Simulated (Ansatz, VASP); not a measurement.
Two plane-wave programs on HfB2

```xyz
3
Lattice="3.2609 0.0000 0.0000 -1.6304 2.8240 0.0000 0.0000 0.0000 3.6140" Properties=species:S:1:pos:R:3 pbc="T T T"
Hf    0.0000    0.0000    0.0000
B     0.0000    1.8827    1.8070
B     1.6304    0.9413    1.8070
```

Alike in both runs: task single point; functional PBE; k mesh 11 × 11 × 8; occupations fermi-dirac, width 0.1 eV; no spin polarisation.

```csv
,VASP,Ansatz
version,VASP 6.6.1,Ansatz 0.2.0
potentials or method,"VASP PAW PBE potentials, release 64 (Hf_pv, B), cutoff 520 eV","plane waves, PAW"
valence electrons in the cell,16,32
```

```tsv
	VASP	Ansatz	Ansatz less VASP
pressure (GPa)	-22.4	-21.9	+0.55
traceless stress, the component that is largest in VASP (GPa)	2.25	2.24	-0.008
```

VASP's potentials hold 16 valence electrons a cell and Ansatz's 32, so a difference there can come from the potentials and not from the codes.

Neither program's run includes spin-orbit coupling.
